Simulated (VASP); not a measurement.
Set up this calculation in VASP 6.6.1, as the native input.

- Task: single point
- Functional: r2SCAN
- Potentials or basis: VASP PAW PBE potentials, release 64 (H, Ta_pv)
- Cutoff: 520 eV
- k mesh: 12 × 12 × 8
- Occupations: gaussian, width 0.05 eV
- Spin: no spin polarisation
- Dipole correction: no
- Further INCAR settings: ALGO = Normal; EDIFF = 1e-07; NBANDS = 18

Ta2H:

```xyz
3
Lattice="2.4255 -1.6242 0.0000 2.4255 1.6242 0.0000 -0.5939 0.0000 4.8476" Properties=species:S:1:pos:R:3 pbc="T T T"
H     2.4255    0.0000    0.0000
Ta    0.9775    0.0000    1.2728
Ta    3.2796    0.0000    3.5748
```

One way to write it, as run:

POSCAR

```
Ta2H
1.0
    2.4255014887     -1.6241556979      0.0000000000
    2.4255014887      1.6241556979      0.0000000000
   -0.5939143858      0.0000000000      4.8476388473
H Ta
1 2
Direct
    0.5000000000      0.5000000000      0.0000000000
    0.2336437400      0.2336437400      0.2625626400
    0.7663562600      0.7663562600      0.7374373600
```

INCAR.step1

```
SYSTEM = Ta2H
ALGO = Normal
EDIFF = 1E-4
ENCUT = 520
GGA = PE
ISMEAR = 0
LASPH = .True.
LCHARG = .False.
LREAL = .False.
LWAVE = .True.
NBANDS = 18
NELM = 60
PREC = Accurate
SIGMA = 0.05
```

INCAR.step2

```
SYSTEM = Ta2H
ALGO = Normal
EDIFF = 1E-7
ENCUT = 520
ISIF = 2
ISMEAR = 0
ISTART = 1
LASPH = .True.
LCHARG = .False.
LMIXTAU = .True.
LREAL = .False.
LWAVE = .False.
METAGGA = R2SCAN
NBANDS = 18
NELM = 60
PREC = Accurate
SIGMA = 0.05
```

KPOINTS

```
k-points
0
Gamma
  12 12 8
  0 0 0
```

Potentials or basis: VASP PAW PBE potentials, release 64 (H, Ta_pv).

Command:

```bash
$ cat potpaw_PBE.64/H/POTCAR potpaw_PBE.64/Ta_pv/POTCAR > POTCAR
$ cp INCAR.step1 INCAR
$ mpirun -np 1 vasp_std > vasp.out
$ cp INCAR.step2 INCAR
$ mpirun -np 1 vasp_std > vasp.out
```

Results of the run:

```
Pressure               : -0.1 GPa
Largest force          : 0.014 eV/Å
Band gap on the k mesh : zero (an odd number of electrons rules out a gap without spin polarisation)
```

Caveat: the PAW data sets were made with another functional, which shifts forces and pressure a little; spin-orbit coupling is left out, which moves the levels of the heavy elements.

Run time: 17 min on 1 thread of Oxide Virtual Turin-like Processor, on a shared host, peak memory 0.28 GiB.
